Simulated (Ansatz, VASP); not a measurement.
GeMo: VASP beside Ansatz

```
CELL_PARAMETERS angstrom
0.00000 2.15684 2.15684
2.15684 0.00000 2.15684
2.15684 2.15684 0.00000
ATOMIC_POSITIONS crystal
Mo 0.00000 0.00000 0.00000
Ge 0.50000 0.50000 0.50000
```

Change from the starting cell: volume scaled by 0.6, PAW files, source ansatz.

Alike in both runs: task single point; functional r2SCAN; k mesh 14 × 14 × 14; occupations fermi-dirac, width 0.08 eV; no spin polarisation.

```csv
,VASP,Ansatz
version,VASP 6.6.1,Ansatz 0.2.0
potentials or method,"VASP PAW PBE potentials, release 64 (Mo_sv, Ge_d)","PAW with other files of Ansatz's library (source ansatz), scalar-relativistic"
plane-wave cutoff (eV),520,1230
valence electrons in the cell,28,28
```

|  | VASP | Ansatz | Ansatz less VASP |
| --- | --- | --- | --- |
| pressure (GPa) | 259.7 | 255.6 | -4.15 |

VASP's potentials were made for PBE, not for r2SCAN. Both programs put the cell under a high pressure, so it lies far from rest at this level.

Noted on VASP's run: the cell as given lies far from equilibrium.
